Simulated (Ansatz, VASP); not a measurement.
**Two plane-wave programs on MgS**

```xyz
2
Lattice="0.0000 2.5530 2.6016 2.6503 0.0000 2.6016 2.6503 2.5530 0.0000" Properties=species:S:1:pos:R:3 pbc="T T T"
Mg    0.0000    0.0000    0.0000
S     2.6503    2.5530    2.6016
```

Change from the starting cell: strain +0.0187 x Voigt [1, -1, 0, 0, 0, 0], atoms carried along.

Alike in both runs: task single point; functional PBEsol; k mesh 8 × 8 × 8; occupations gaussian, width 0.05 eV; no spin polarisation.

|  | VASP | Ansatz |
| --- | --- | --- |
| version | VASP 6.6.1 | Ansatz 0.2.0 |
| potentials or method | VASP PAW PBE potentials, release 64 (Mg, S), cutoff 520 eV | scalar-relativistic, plane waves, PAW |
| valence electrons in the cell | 8 | 16 |

```csv
,VASP,Ansatz,Ansatz less VASP
gap on the k mesh at the Fermi level (eV),2.54,2.54,-0.002
least direct gap on the mesh (eV),3.52,3.52,+0.001
pressure (GPa),-1.0,-0.7,+0.21
"traceless stress, the component that is largest in VASP (GPa)",2.02,2.03,+0.008
```

VASP's potentials were made for PBE, not for PBEsol. VASP's potentials hold 8 valence electrons a cell and Ansatz's 16, so a difference there can come from the potentials and not from the codes.
